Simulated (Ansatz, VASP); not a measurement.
Two plane-wave programs on CsSnI3

The input INCAR:

```
SYSTEM = CsSnI3
PREC = Accurate
ENCUT = 520
EDIFF = 1E-7
ISMEAR = 0
SIGMA = 0.1
LREAL = .False.
LASPH = .True.
NELM = 80
ALGO = Normal
ISIF = 2
LWAVE = .False.
LCHARG = .True.
GGA = PE
LELF = .True.
LVHAR = .True.
NBANDS = 30
```

KPOINTS

```
Automatic mesh
0
Gamma
  3 3 3
  0 0 0
```

POSCAR

```
CsSnI3
1.0
    4.2312189828      2.4428954187      3.5258834535
   -4.2312189828      2.4428954187      3.5258834535
    0.0000000000     -4.8857908374      3.5258834535
Cs Sn I
1 1 3
Direct
    0.5000000000      0.5000000000      0.5000000000
    0.0093000000      0.0093000000      0.0093000000
    0.5442000000      0.1072000000      0.5442000000
    0.5442000000      0.5442000000      0.1072000000
    0.1072000000      0.5442000000      0.5442000000
```

Input for Ansatz:

```yaml
crystal:
  lattice:
    - [4.2312189828, 2.4428954187, 3.5258834535]
    - [-4.2312189828, 2.4428954187, 3.5258834535]
    - [0.0, -4.8857908374, 3.5258834535]
  atoms:
    - { symbol: Cs, position: [0.5, 0.5, 0.5] }
    - { symbol: Sn, position: [0.0093, 0.0093, 0.0093] }
    - { symbol: I, position: [0.5442, 0.1072, 0.5442] }
    - { symbol: I, position: [0.5442, 0.5442, 0.1072] }
    - { symbol: I, position: [0.1072, 0.5442, 0.5442] }
basis:
  ecutwfc: 420
kpoints:
  mp_grid: { grid: [3, 3, 3] }
hamiltonian:
  xc: pbe
scf:
  occupations: { method: gaussian, width: 0.1 }
  lower_state_search: "off"
output:
  forces: true
  stress: true
  eigenvalues: true
```

Alike in both runs: task single point; functional PBE; k mesh 3 × 3 × 3; occupations gaussian, width 0.1 eV; no spin polarisation.

|  | VASP | Ansatz |
| --- | --- | --- |
| version | VASP 6.6.1 | Ansatz 0.2.0 |
| potentials or method | VASP PAW PBE potentials, release 64 (Cs_sv, Sn_d, I), cutoff 520 eV | scalar-relativistic, plane waves, PAW |
| valence electrons in the cell | 44 | 74 |

|  | VASP | Ansatz | Ansatz less VASP |
| --- | --- | --- | --- |
| pressure (GPa) | 20.6 | 19.9 | -0.76 |
| traceless stress, the component that is largest in VASP (GPa) | -9.18 | -8.83 | +0.351 |
| rms of the force components (eV/Å) | 7.198 | 6.958 | -0.2400 |

Atom by atom the forces differ by 0.240 eV/Å (rms over components). With one functional, cell and mesh, what is left measures potentials, basis and numerics. VASP's potentials hold 44 valence electrons a cell and Ansatz's 74, so a difference there can come from the potentials and not from the codes.

Spin-orbit coupling is off throughout.
